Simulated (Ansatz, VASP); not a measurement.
One calculation of ZnSe, two programs

Contents of INCAR:

```
SYSTEM = ZnSe
ALGO     = Normal         ! electronic algorithm
EDIFF    = 1E-6           ! SCF threshold, eV
ENCUT    = 520            ! plane-wave cutoff, eV
ISIF     = 2              ! what is computed and relaxed
ISMEAR   = 0              ! smearing method
LASPH    = .TRUE.         ! aspherical terms in the spheres
LCHARG   = .FALSE.        ! write CHGCAR
LREAL    = .FALSE.        ! projectors in reciprocal space
LWAVE    = .FALSE.        ! write WAVECAR
NBANDS   = 26             ! bands
NELM     = 100            ! most SCF steps
PREC     = Accurate       ! precision mode
SIGMA    = 0.05           ! smearing width, eV
```

KPOINTS

```
k-points
0
G
  8 8 6
  0 0 0
```

Contents of POSCAR:

```
ZnSe
1.0
    3.9824792206      0.0000000000      0.0000000000
    0.0000000000      3.9824792206      0.0000000000
    0.0000000000      0.0000000000      4.9408000000
Zn Se
2 2
Direct
    0.0000000000      0.0000000000      0.0000000000
    0.5000000000      0.5000000000      0.0000000000
    0.0000000000      0.5000000000      0.2797006019
    0.5000000000      0.0000000000      0.7202993981
```

Input for Ansatz:

```yaml
crystal:
  lattice:
    - [3.9824792206, 0.0, 0.0]
    - [0.0, 3.9824792206, 0.0]
    - [0.0, 0.0, 4.9408]
  atoms:
    - { symbol: Zn, position: [0.0, 0.0, 0.0] }
    - { symbol: Zn, position: [0.5, 0.5, 0.0] }
    - { symbol: Se, position: [0.0, 0.5, 0.2797006019] }
    - { symbol: Se, position: [0.5, 0.0, 0.7202993981] }
basis:
  ecutwfc: 520.0
kpoints:
  mp_grid: { grid: [8, 8, 6] }
hamiltonian:
  xc: lda
  pseudopotentials: { kind: paw, azcp: { folder: soft_1 } }
scf:
  occupations: { method: gaussian, width: 0.05 }
output:
  forces: true
  stress: true
  eigenvalues: true
```

Alike in both runs: task single point; functional LDA; k mesh 8 × 8 × 6; occupations gaussian, width 0.05 eV; no spin polarisation.

```csv
,VASP,Ansatz
version,VASP 6.6.1,Ansatz 0.2.0
potentials or method,"VASP PAW LDA potentials, release 64 (Zn, Se), cutoff 520 eV","scalar-relativistic, plane waves, PAW"
valence electrons in the cell,36,56
```

VASP gave:

- gap on the k mesh at the Fermi level (eV): 1.24
- least direct gap on the mesh (eV): 1.24
- pressure (GPa): 5.4
- traceless stress, the component that is largest in VASP (GPa): 0.82
- rms of the force components (eV/Å): 0.381

Problem. Estimate Ansatz's values.

Solution. gap on the k mesh at the Fermi level (eV): 1.24; least direct gap on the mesh (eV): 1.24; pressure (GPa): 4.9; traceless stress, the component that is largest in VASP (GPa): 0.88; rms of the force components (eV/Å): 0.350.

Ansatz warns that its potentials were made for another functional, while VASP's fit it. LDA's correlation is that of Perdew and Zunger in VASP and of Perdew and Wang (1992) in Ansatz. Atom by atom the forces differ by 0.032 eV/Å (rms over components). VASP's potentials hold 36 valence electrons a cell and Ansatz's 56, so a difference there can come from the potentials and not from the codes.
